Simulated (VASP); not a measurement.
A run of VASP 6.6.1:

Contents of INCAR:

```
PREC = Accurate
ENCUT = 520
EDIFF = 1E-6
ISMEAR = -1
SIGMA = 0.01
LREAL = F
LASPH = T
NELM = 60
ALGO = Normal
ISIF = 2
LWAVE = F
LCHARG = F
GGA = PE
NBANDS = 20
```

The input KPOINTS:

```
Automatic mesh
0
Gamma
  6 6 6
```

File POSCAR:

```
CdF2
1.0
    0.0000000000      2.6757512422      2.6757512422
    2.6757512422      0.0000000000      2.6757512422
    2.6757512422      2.6757512422      0.0000000000
Cd F
1 2
Direct
    0.0000000000      0.0000000000      0.0000000000
    0.2500000000      0.2500000000      0.2500000000
    0.7500000000      0.7500000000      0.7500000000
```

Potentials or basis: VASP PAW PBE potentials, release 64 (Cd, F).

Run with:

```bash
$ cat potpaw_PBE.64/Cd/POTCAR potpaw_PBE.64/F/POTCAR > POTCAR
$ mpirun -np 1 vasp_std > vasp.out
```

Hardware: 1 thread of Intel(R) Xeon(R) 6975P-C (Granite Rapids), on a shared host.

Question: Estimate the wall time of this run.

Answer: It took 7 s on 1 thread of Intel(R) Xeon(R) 6975P-C (Granite Rapids), on a shared host, peak memory 0.15 GiB. Counts: scf iterations 14, k points 16.
